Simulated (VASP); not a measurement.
# SnSe (CsCl type) (Pm-3m) in VASP: a series of runs

Runs on SnSe (CsCl type). Level: PBE. Tasks: single point.

All numbers are computed with VASP 6.6.1; they aren't measurements. Logs are shortened: lines on timing, memory, paths and dates and some standing lists are left out, and cuts for length are marked.

**1. The cell of the first run**

Symmetry: Pm-3m, No. 221, cubic system. Conventional cell: a = 3.299 Å, b = 3.299 Å, c = 3.299 Å, α = 90.00°, β = 90.00°, γ = 90.00°. Sn (site symmetry m-3m) has 8 Se at 2.86 Å and 6 Sn at 3.30 Å within 3.8 Å. Within 3.8 Å of Se (site symmetry m-3m) lie 8 Sn at 2.86 Å and 6 Se at 3.30 Å.

**2. Single point, PBE**

INCAR

```
PREC     = Accurate       # precision mode
ENCUT    = 520            # plane-wave cutoff, eV
EDIFF    = 1E-7           # SCF threshold, eV
ISMEAR   = -1             # smearing method
SIGMA    = 0.08           # smearing width, eV
LREAL    = F              # projectors in reciprocal space
LASPH    = T              # aspherical terms in the spheres
NELM     = 60             # most SCF steps
ALGO     = Normal         # electronic algorithm
ISIF     = 2              # what is computed and relaxed
LWAVE    = F              # write WAVECAR
LCHARG   = F              # write CHGCAR
GGA      = PE             # functional
NBANDS   = 17             # bands
```

KPOINTS

```
Automatic mesh
0
Gamma
  14 14 14
  0.5 0.5 0.5
```

POSCAR

```
SnSe
1.0
    3.2987590504      0.0000000000      0.0000000000
    0.0000000000      3.2987590504      0.0000000000
    0.0000000000      0.0000000000      3.2987590504
Sn Se
1 1
Direct
    0.0000000000      0.0000000000      0.0000000000
    0.5000000000      0.5000000000      0.5000000000
```

Potentials or basis: VASP PAW PBE potentials, release 64 (Sn_d, Se).

Launch:

```
$ cat potpaw_PBE.64/Sn_d/POTCAR potpaw_PBE.64/Se/POTCAR > POTCAR
$ mpirun -np 1 vasp_std > vasp.out
```

OUTCAR:

```text
PREC = Accurate
   ENCUT = 520
   EDIFF = 1E-7
   ISMEAR = -1
   LREAL = F
   LASPH = T
   NELM = 60
   ISIF = 2
   GGA = PE

 ion  position               nearest neighbor table
   1  0.000  0.000  0.000-   2 2.86   2 2.86   2 2.86   2 2.86   2 2.86   2 2.86   2 2.86   2 2.86

   2  0.500  0.500  0.500-   1 2.86   1 2.86   1 2.86   1 2.86   1 2.86   1 2.86   1 2.86   1 2.86

  LATTYP: Found a simple cubic cell.
 ALAT       =     3.2987590504

  Lattice vectors:

 A1 = (   3.2987590504,   0.0000000000,   0.0000000000)
 A2 = (   0.0000000000,   3.2987590504,   0.0000000000)
 A3 = (   0.0000000000,   0.0000000000,   3.2987590504)

Analysis of symmetry for initial positions (statically):
=====================================================================
 Subroutine PRICEL returns:
 Original cell was already a primitive cell.

 Routine SETGRP: Setting up the symmetry group for a
 simple cubic supercell.

 Subroutine GETGRP returns: Found 48 space group operations
 (whereof 48 operations were pure point group operations)
 out of a pool of 48 trial point group operations.

The static configuration has the point symmetry O_h .

Analysis of symmetry for dynamics (positions and initial velocities):
=====================================================================
 Subroutine PRICEL returns:
 Original cell was already a primitive cell.

 Routine SETGRP: Setting up the symmetry group for a
 simple cubic supercell.

 Subroutine GETGRP returns: Found 48 space group operations
 (whereof 48 operations were pure point group operations)
 out of a pool of 48 trial point group operations.

The dynamic configuration has the point symmetry O_h .

 Subroutine INISYM returns: Found 48 space group operations
 (whereof 48 operations are pure point group operations),
 and found     1 'primitive' translations

----------------------------------------------------------------------------------------

                                     Primitive cell

  volume of cell :      35.8965

  direct lattice vectors                    reciprocal lattice vectors
     3.298759050  0.000000000  0.000000000     0.303144299  0.000000000  0.000000000
     0.000000000  3.298759050  0.000000000     0.000000000  0.303144299  0.000000000
     0.000000000  0.000000000  3.298759050     0.000000000  0.000000000  0.303144299

  length of vectors
     3.298759050  3.298759050  3.298759050     0.303144299  0.303144299  0.303144299

  position of ions in fractional coordinates (direct lattice)
     0.000000000  0.000000000  0.000000000
     0.500000000  0.500000000  0.500000000

  ion indices of the primitive-cell ions
   primitive index   ion index
                 1           1
                 2           2

----------------------------------------------------------------------------------------

 KPOINTS: Automatic mesh

Automatic generation of k-mesh.
 Grid dimensions read from file:
 generate k-points for:   14   14   14

 Generating k-lattice:

  Cartesian coordinates                     Fractional coordinates (reciprocal lattice)
     0.021653164  0.000000000  0.000000000     0.071428571  0.000000000  0.000000000
     0.000000000  0.021653164  0.000000000     0.000000000  0.071428571  0.000000000
     0.000000000  0.000000000  0.021653164     0.000000000  0.000000000  0.071428571

  Length of vectors
     0.021653164  0.021653164  0.021653164

  Shift w.r.t. Gamma in fractional coordinates (k-lattice)
     0.500000000  0.500000000  0.500000000

 Subroutine IBZKPT returns following result:
 ===========================================

 Found     84 irreducible k-points:

 Following reciprocal coordinates:
            Coordinates               Weight
  0.035714  0.035714  0.035714      8.000000
  0.107143  0.035714  0.035714     24.000000
  0.178571  0.035714  0.035714     24.000000
  0.250000  0.035714  0.035714     24.000000
  0.321429  0.035714  0.035714     24.000000
  0.392857  0.035714  0.035714     24.000000
[... 16 lines left out ...]
  0.321429  0.321429  0.035714     24.000000
  0.392857  0.321429  0.035714     48.000000
 [... further k-points ...]
   k-points           NKPTS =     84   k-points in BZ     NKDIM =     84   number of bands    NBANDS=     17
   number of dos      NEDOS =    301   number of ions     NIONS =      2
   total plane-waves  NPLWV =  21952
   dimension x,y,z NGX =    28 NGY =   28 NGZ =   28
   dimension x,y,z NGXF=    56 NGYF=   56 NGZF=   56
   ions per type =               1   1
   NGX,Y,Z   is equivalent  to a cutoff of  14.11, 14.11, 14.11 a.u.
   NGXF,Y,Z  is equivalent  to a cutoff of  28.22, 28.22, 28.22 a.u.
 SYSTEM =  unknown system
   PREC   = accura    normal or accurate (medium, high low for compatibility)
   ISTART =      0    job   : 0-new  1-cont  2-samecut
   ICHARG =      2    charge: 1-file 2-atom 10-const
   ISPIN  =      1    spin polarized calculation?
   LNONCOLLINEAR =      F non collinear calculations
   LSORBIT =      F    spin-orbit coupling
   LASPH  =      T    aspherical Exc in radial PAW
   ENCUT  =  520.0 eV  38.22 Ry    6.18 a.u.   6.13  6.13  6.13*2*pi/ulx,y,z
   NELM   =     60;   NELMIN=  2; NELMDL= -5     # of ELM steps
   EDIFF  = 0.1E-06   stopping-criterion for ELM
   LREAL  =      F    real-space projection
   EDIFFG = 0.1E-05   stopping-criterion for IOM
   NSW    =      0    number of steps for IOM
   IBRION =     -1    ionic relax: 0-MD 1-quasi-New 2-CG
   NFREE  =      0    steps in history (QN), initial steepest desc. (CG)
   ISIF   =      2    stress and relaxation
   ISYM   =      2    0-nonsym 1-usesym 2-fastsym
   POTIM  = 0.5000    time-step for ionic-motion
   TEBEG  =    0.0;   TEEND  =   0.0 temperature during run
   PSTRESS=    0.0 pullay stress
   NELECT =      20.0000    total number of electrons
   NUPDOWN=      -1.0000    fix difference up-down
   EMIN   =  10.00;   EMAX   =-10.00  energy-range for DOS
   EFERMI =   0.00;   METHOD = LEGACY
   ISMEAR =    -1;   SIGMA  =   0.08  broadening in eV -4-tet -1-fermi 0-gaus
   EFERMI_NEDOS =   21; number of points for ismear=-14 and -15
   IALGO  =     38    algorithm
   IMIX   =      4    mixing-type and parameters
     AMIX     =   0.40;   BMIX     =  1.00
     AMIX_MAG =   1.60;   BMIX_MAG =  1.00
  volume/ion in A,a.u.               =      17.95       121.12
  Fermi-wavevector in a.u.,A,eV,Ry     =   1.347103  2.545656 24.690320  1.814687
  Thomas-Fermi vector in A             =   2.474881
   LORBIT       =      0    0 simple, 1 ext, 2 COOP (PROOUT), +10 PAW based schemes
   GGA     = PE    functional components
   LHFCALC =     F    Hartree Fock is set to
   AEXX    =    0.0000 exact exchange contribution
   IVDW    =     0    specifies the selected vdW correction
   LEPSILON=     F    determine dielectric tensor
   LRPA    =     F    only Hartree local field effects (RPA)
 non-spin polarized calculation
  energy-cutoff  :      520.00
  volume of cell :       35.90
 maximum number of plane-waves:       979
 NGX is ok and might be reduce to    28
   NGX = 13   NGY = 13   NGZ = 13

 number of electron      20.0000003 magnetization

 Free energy of the ion-electron system (eV)
  ---------------------------------------------------
  ext. energy  EPLUGINS =         0.00000000
  ---------------------------------------------------
  free energy    TOTEN  =        -6.64806644 eV

  energy without entropy =       -6.62956698  energy(sigma->0) =       -6.63881671

 E-fermi :  10.9424     XC(G=0): -11.7918

 val. band max:       10.9413001261   @ k =   0.1786   0.1071   0.1071
 cond. band min:      10.9905076548   @ k =   0.2500   0.2500   0.0357
 fundamental gap:      0.0492075287
 Fermi energy:        10.9424200074

 k-point     1 :       0.0357    0.0357    0.0357
  band No.  band energies     occupation
      1     -11.1510      2.00000
      2     -11.1510      2.00000
      3     -10.9491      2.00000
      4     -10.9487      2.00000
      5     -10.9487      2.00000
      6      -5.8283      2.00000
[... 9 lines left out ...]
     16      24.0577      0.00000
     17      24.0577      0.00000

 k-point     2 :       0.1071    0.0357    0.0357
  band No.  band energies     occupation
      1     -11.1498      2.00000
      2     -11.1343      2.00000
      3     -10.9560      2.00000
      4     -10.9556      2.00000
      5     -10.9482      2.00000
      6      -5.7085      2.00000
[... 9 lines left out ...]
     16      23.5217      0.00000
     17      23.5686      0.00000

 k-point     3 :       0.1786    0.0357    0.0357
  band No.  band energies     occupation
      1     -11.1477      2.00000
      2     -11.1041      2.00000
      3     -10.9686      2.00000
      4     -10.9680      2.00000
      5     -10.9471      2.00000
      6      -5.4739      2.00000
[... 9 lines left out ...]
     16      22.5999      0.00000
     17      23.3358      0.00000

 k-point     4 :       0.2500    0.0357    0.0357
  band No.  band energies     occupation
      1     -11.1450      2.00000
      2     -11.0665      2.00000
      3     -10.9842      2.00000
      4     -10.9833      2.00000
      5     -10.9457      2.00000
      6      -5.1376      2.00000
[... 9 lines left out ...]
     16      21.3965      0.00000
     17      23.4756      0.00000
[... 343 lines left out ...]
      1     -11.0897      2.00000
      2     -11.0859      2.00000
      3     -11.0104      2.00000
      4     -10.9728      2.00000
      5     -10.9369      2.00000
      6      -3.3694      2.00000
[... 9 lines left out ...]
     16      22.4411      0.00000
     17      23.1770      0.00000

 k-point    23 :       0.3214    0.3214    0.0357
  band No.  band energies     occupation
      1     -11.0889      2.00000
      2     -11.0795      2.00000
      3     -10.9918      2.00000
      4     -10.9877      2.00000
      5     -10.9517      2.00000
      6      -3.6526      2.00000
[... 9 lines left out ...]
     16      21.9112      0.00000
     17      22.9024      0.00000

 k-point    24 :       0.3929    0.3214    0.0357
  band No.  band energies     occupation
      1     -11.1085      2.00000
      2     -11.0736      2.00000
      3     -11.0010      2.00000
      4     -10.9873      2.00000
      5     -10.9246      2.00000
      6      -3.2687      2.00000
[... 9 lines left out ...]
     16      22.1027      0.00000
     17      22.9115      0.00000

 [... further k-points ...]

------------------------ aborting loop because EDIFF is reached ----------------------------------------

  FORCE on cell =-STRESS in cart. coord.  units (eV):
  Direction    XX          YY          ZZ          XY          YZ          ZX
  --------------------------------------------------------------------------------------
  -------------------------------------------------------------------------------------
  Total        7.4880856      7.4880856      7.4880856     -0.0000000      0.0000000     -0.0000000
  in kB      334.2178189    334.2178189    334.2178189     -0.0000000      0.0000000     -0.0000000
  external PRESSURE =     334.2178189 kB  Pullay stress =       0.0000000 kB

 VOLUME and BASIS-vectors are now :
 -----------------------------------------------------------------------------
  energy-cutoff  :      520.00
  volume of cell :       35.90
      direct lattice vectors                 reciprocal lattice vectors
     3.298759050  0.000000000  0.000000000     0.303144299  0.000000000  0.000000000
     0.000000000  3.298759050  0.000000000     0.000000000  0.303144299  0.000000000
     0.000000000  0.000000000  3.298759050     0.000000000  0.000000000  0.303144299

 POSITION                                       TOTAL-FORCE (eV/Angst)
 -----------------------------------------------------------------------------------
      0.00000      0.00000      0.00000         0.000000      0.000000      0.000000
      1.64938      1.64938      1.64938         0.000000      0.000000      0.000000
 -----------------------------------------------------------------------------------
    total drift:                                0.000000      0.000000     -0.000000

  FREE ENERGIE OF THE ION-ELECTRON SYSTEM (eV)
  ---------------------------------------------------
  free  energy   TOTEN  =        -6.6480664397 eV

  energy  without entropy=       -6.6295669849  energy(sigma->0) =       -6.63881671
```

It took 22 s on 1 thread of AMD EPYC 9R45 (Zen 5), shared host; peak memory 0.16 GiB.

What came out:

```
Free energy            : -6.6481 eV
Pressure               : 33.4 GPa
Band gap on the k mesh : zero (bands 10 and 11 overlap by 3.46 eV)
```

Levels at points of the mesh, in eV from the Fermi level:
| k point | band 6 | band 7 | band 8 | band 9 | band 10 | band 11 | band 12 | band 13 | band 14 | band 15 |
| --- | --- | --- | --- | --- | --- | --- | --- | --- | --- | --- |
| (0.04, 0.04, 0.04) | -16.77 | -5.31 | -3.32 | -3.32 | -2.74 | 3.45 | 3.45 | 7.97 | 8.36 | 8.36 |

Caveat: the cell stands under pressure; spin-orbit coupling is left out, which moves the levels of the heavy elements.

(Continued in part 2 of 2.)
